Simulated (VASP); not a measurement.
# Ti4C in VASP: single point with PBE

Aim: the single point of Ti4C with PBE.

All numbers are computed with VASP 6.6.1; they aren't measurements. Logs are shortened: lines on timing, memory, paths and dates and some standing lists are left out, and cuts for length are marked.

## (1) The cell of the first run

The cell holds a slab with vacuum, 5 atoms: a = 3.256 Å, b = 3.256 Å, c = 20.180 Å, α = 90.00°, β = 90.00°, γ = 90.00°.

## (2) Single point, PBE

INCAR reads:

```
SYSTEM = Ti4C
PREC = Accurate ; ENCUT = 520
EDIFF = 1E-6 ; ISMEAR = 0
SIGMA = 0.1 ; LREAL = .False.
LASPH = .True. ; NELM = 100
ALGO = Normal ; ISIF = 2
LWAVE = .False. ; LCHARG = .False.
LDIPOL = .True. ; IDIPOL = 3
DIPOL = 0.5 0.5 0.348 ; GGA = PE
NBANDS = 34
```

KPOINTS reads:

```
regular mesh
0
Gamma
  8 8 1
  0 0 0
```

POSCAR reads:

```
Ti4C
1.0
    3.2555055347      0.0000000000      0.0000000000
    0.0000000000      3.2555055347      0.0000000000
    0.0000000000      0.0000000000     20.1798089631
Ti C
4 1
Direct
    0.5000000000      0.5000000000      0.1982179320
    0.0000000000      0.0000000000      0.2788803788
    0.5000000000      0.5000000000      0.3551905195
    0.0000000000      0.0000000000      0.4301234456
    0.0000000000      0.5000000000      0.4774678343
```

Potentials or basis: VASP PAW PBE potentials, release 64 (Ti_sv, C).

Launch:

```sh
cat potpaw_PBE.64/Ti_sv/POTCAR potpaw_PBE.64/C/POTCAR > POTCAR
mpirun -np 1 vasp_std > vasp.out
```

OUTCAR:

```text
SYSTEM = Ti4C
   PREC = Accurate
   ENCUT = 520
   EDIFF = 1E-6
   ISMEAR = 0
   LREAL = .False.
   LASPH = .True.
   NELM = 100
   ISIF = 2
   GGA = PE

 ion  position               nearest neighbor table
   1  0.500  0.500  0.198-   2 2.82   2 2.82   2 2.82   2 2.82
   2  0.000  0.000  0.279-   3 2.77   3 2.77   3 2.77   3 2.77   1 2.82   1 2.82   1 2.82   1 2.82

   3  0.500  0.500  0.355-   4 2.75   4 2.75   4 2.75   4 2.75   2 2.77   2 2.77   2 2.77   2 2.77

   4  0.000  0.000  0.430-   5 1.89   5 1.89   3 2.75   3 2.75   3 2.75   3 2.75
   5  0.000  0.500  0.477-   4 1.89   4 1.89

  LATTYP: Found a simple tetragonal cell.
 ALAT       =     3.2555055347
 C/A-ratio  =     6.1986713732

  Lattice vectors:

 A1 = (   3.2555055347,   0.0000000000,   0.0000000000)
 A2 = (   0.0000000000,   3.2555055347,   0.0000000000)
 A3 = (   0.0000000000,   0.0000000000,  20.1798089631)

Analysis of symmetry for initial positions (statically):
=====================================================================
 Subroutine PRICEL returns:
 Original cell was already a primitive cell.

 Routine SETGRP: Setting up the symmetry group for a
 simple tetragonal supercell.

 Subroutine GETGRP returns: Found  4 space group operations
 (whereof  4 operations were pure point group operations)
 out of a pool of 16 trial point group operations.

The static configuration has the point symmetry C_2v.

Analysis of symmetry for dynamics (positions and initial velocities):
=====================================================================
 Subroutine PRICEL returns:
 Original cell was already a primitive cell.

 Routine SETGRP: Setting up the symmetry group for a
 simple tetragonal supercell.

 Subroutine GETGRP returns: Found  4 space group operations
 (whereof  4 operations were pure point group operations)
 out of a pool of 16 trial point group operations.

The dynamic configuration has the point symmetry C_2v.

 Subroutine INISYM returns: Found  4 space group operations
 (whereof  4 operations are pure point group operations),
 and found     1 'primitive' translations

----------------------------------------------------------------------------------------

                                     Primitive cell

  volume of cell :     213.8720

  direct lattice vectors                    reciprocal lattice vectors
[... 92 lines left out ...]
   EDIFF  = 0.1E-05   stopping-criterion for ELM
   LREAL  =      F    real-space projection
[... 7 lines left out ...]
   TEBEG  =    0.0;   TEEND  =   0.0 temperature during run
   PSTRESS=    0.0 pullay stress
   NELECT =      52.0000    total number of electrons
   NUPDOWN=      -1.0000    fix difference up-down
   EMIN   =  10.00;   EMAX   =-10.00  energy-range for DOS
   EFERMI =   0.00;   METHOD = LEGACY
   ISMEAR =     0;   SIGMA  =   0.10  broadening in eV -4-tet -1-fermi 0-gaus
   EFERMI_NEDOS =   21; number of points for ismear=-14 and -15
   IALGO  =     38    algorithm
   IMIX   =      4    mixing-type and parameters
     AMIX     =   0.40;   BMIX     =  1.00
     AMIX_MAG =   1.60;   BMIX_MAG =  1.00
  volume/ion in A,a.u.               =      42.77       288.66
  Fermi-wavevector in a.u.,A,eV,Ry     =   1.021781  1.930887 14.204987  1.044037
  Thomas-Fermi vector in A             =   2.155425
   LORBIT       =      0    0 simple, 1 ext, 2 COOP (PROOUT), +10 PAW based schemes
   GGA     = PE    functional components
   LHFCALC =     F    Hartree Fock is set to
   AEXX    =    0.0000 exact exchange contribution
   IVDW    =     0    specifies the selected vdW correction
   LEPSILON=     F    determine dielectric tensor
   LRPA    =     F    only Hartree local field effects (RPA)
 non-spin polarized calculation
 Gauss-broadening in eV      SIGMA  =   0.10
  energy-cutoff  :      520.00
  volume of cell :      213.87
 maximum number of plane-waves:      5810
   NGX = 13   NGY = 13   NGZ = 75

 dipolmoment           0.000000      0.000000     -0.004454 electrons x Angstroem

 number of electron      52.0000024 magnetization

 dipolmoment           0.000000      0.000000      0.201516 electrons x Angstroem

 Free energy of the ion-electron system (eV)
  ---------------------------------------------------
  ext. energy  EPLUGINS =         0.00000000
  ---------------------------------------------------
  free energy    TOTEN  =       -36.01437989 eV

  energy without entropy =      -35.97422801  energy(sigma->0) =      -35.99430395

 E-fermi :  -0.4363     XC(G=0):  -5.0271

 val. band max:       -0.4682494647   @ k =   0.0000   0.2500   0.0000
 cond. band min:      -0.4313403715   @ k =   0.5000   0.5000   0.0000
 fundamental gap:      0.0369090932
 Fermi energy:        -0.4362801394

 k-point     1 :       0.0000    0.0000    0.0000
  band No.  band energies     occupation
      1     -57.4936      2.00000
      2     -56.8672      2.00000
      3     -56.6742      2.00000
      4     -56.1516      2.00000
      5     -33.8464      2.00000
      6     -33.6558      2.00000
[... 877 lines left out ...]
     33       1.8687      0.00000
     34       2.3660      0.00000

 [... further k-points ...]

------------------------ aborting loop because EDIFF is reached ----------------------------------------

 vacuum level on the upper side and lower side of the slab       (xc-potential included)         1.666        -1.683

  FORCE on cell =-STRESS in cart. coord.  units (eV):
  Direction    XX          YY          ZZ          XY          YZ          ZX
  --------------------------------------------------------------------------------------
  -------------------------------------------------------------------------------------
  Total       -0.8862039      4.0286553     -0.0918339      0.0000000      0.0000000      0.0000000
  in kB       -6.6388110     30.1798282     -0.6879545      0.0000000      0.0000000      0.0000000
  external PRESSURE =       7.6176876 kB  Pullay stress =       0.0000000 kB

 VOLUME and BASIS-vectors are now :
 -----------------------------------------------------------------------------
  energy-cutoff  :      520.00
  volume of cell :      213.87
      direct lattice vectors                 reciprocal lattice vectors
     3.255505535  0.000000000  0.000000000     0.307171955  0.000000000  0.000000000
     0.000000000  3.255505535  0.000000000     0.000000000  0.307171955  0.000000000
     0.000000000  0.000000000 20.179808963     0.000000000  0.000000000  0.049554483

 POSITION                                       TOTAL-FORCE (eV/Angst)
 -----------------------------------------------------------------------------------
      1.62775      1.62775      4.00000         0.000000      0.000000      0.522209
      0.00000      0.00000      5.62775         0.000000      0.000000     -0.748582
      1.62775      1.62775      7.16768         0.000000      0.000000     -0.039480
      0.00000      0.00000      8.67981         0.000000      0.000000      0.246577
      0.00000      1.62775      9.63521         0.000000      0.000000      0.019276
 -----------------------------------------------------------------------------------
    total drift:                                0.000000     -0.000000     -0.000128

  FREE ENERGIE OF THE ION-ELECTRON SYSTEM (eV)
  ---------------------------------------------------
  free  energy   TOTEN  =       -36.0143798859 eV

  energy  without entropy=      -35.9742280082  energy(sigma->0) =      -35.99430395

 vacuum level on the upper side and lower side of the slab         6.258         2.714
```

OSZICAR:

```text
N       E                     dE             d eps       ncg     rms          rms(c)
DAV:   1     0.621874537896E+03    0.62187E+03   -0.28000E+04  1980   0.151E+03
DAV:   2     0.454430077970E+02   -0.57643E+03   -0.56514E+03  1814   0.479E+02
DAV:   3    -0.323051097437E+02   -0.77748E+02   -0.75760E+02  2952   0.151E+02
[... 22 lines left out ...]
DAV:  26    -0.360143638657E+02   -0.30364E-04   -0.37313E-06  1452   0.785E-03    0.380E-03
DAV:  27    -0.360143744877E+02   -0.10622E-04   -0.16483E-06  1416   0.449E-03    0.136E-03
DAV:  28    -0.360143781894E+02   -0.37018E-05   -0.41240E-07  1274   0.312E-03    0.877E-04
DAV:  29    -0.360143797245E+02   -0.15350E-05   -0.24902E-07  1226   0.228E-03    0.289E-04
DAV:  30    -0.360143798859E+02   -0.16146E-06   -0.67983E-08  1026   0.124E-03
   1 F= -.36014380E+02 E0= -.35994304E+02  d E =-.401519E-01
```

It took 3.4 min on 1 thread of AMD EPYC 9R45 (Zen 5), shared host; peak memory 0.33 GiB.

What came out:

* Free energy: -36.0144 eV
* Largest force: 0.749 eV/Å
* Band gap on the k mesh: zero (bands 26 and 27 overlap by 0.64 eV)

Forces in eV/Å, atoms in the order of the input:
```
Ti   0.000  0.000  0.522
Ti   0.000  0.000 -0.749
Ti   0.000  0.000 -0.039
Ti   0.000  0.000  0.247
C    0.000  0.000  0.019
```

Levels at points of the mesh, in eV from the Fermi level:
```tsv
k point	band 24	band 25	band 26	band 27	band 28	band 29
(0.00, 0.00, 0.00)	-0.86	0.22	0.45	0.81	0.95	1.04
(0.50, 0.00, 0.00)	-0.44	-0.12	0.09	0.23	0.41	1.09
(0.00, 0.50, 0.00)	-0.25	-0.13	0.04	0.23	0.50	0.88
(0.50, 0.50, 0.00)	-0.51	-0.35	-0.27	0.00	0.12	1.94
```
